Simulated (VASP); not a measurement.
Crystal: Tl.

```xyz
2
Lattice="0.0000 3.2492 3.2492 3.2492 0.0000 3.2492 3.2492 3.2492 0.0000" Properties=species:S:1:pos:R:3 pbc="T T T"
Tl    3.2492    3.2492    3.2492
Tl    4.8738    4.8738    4.8738
```

This isn't the form of Tl at room conditions, which is hcp.

- Program: VASP 6.6.1
- Task: relaxation of cell and atoms
- Functional: r2SCAN
- Potentials or basis: VASP PAW PBE potentials, release 64 (Tl_d)
- Cutoff: 600 eV
- k mesh: 4 × 4 × 4
- Occupations: gaussian, width 0.1 eV
- Spin: no spin polarisation

At the start: pressure 5.3 GPa; volume 34.30 Å³/atom.

Q: How do energy, volume and symmetry change on relaxing?

A: Over 3 steps the energy falls by 95.3 meV/atom and the volume is 41.12 Å³/atom (+19.9 %); space group Fd-3m (No. 227, to 0.1 Å) before and after.

The path:
```
step  energy change (eV)  largest force (eV/Å)  pressure (GPa)  volume (Å³)
   1              0.0000                0.0000            5.32        68.61
   2             -0.1889                0.0000            0.39        80.55
   3             -0.1906                0.0000           -0.05        82.25
```

Final structure:
```xyz
2
Lattice="0.0000 3.4517 3.4517 3.4517 0.0000 3.4517 3.4517 3.4517 0.0000" Properties=species:S:1:pos:R:3 pbc="T T T"
Tl    3.4517    3.4517    3.4517
Tl    5.1776    5.1776    5.1776
```

Caveat: the k points lie up to 0.39 Å⁻¹ apart in the final cell, too coarse for converged energies and pressures of a metal; the volume moved by over 15 % at a fixed basis, so the end points are rough; the PAW data sets were made with another functional, which shifts forces and pressure a little.
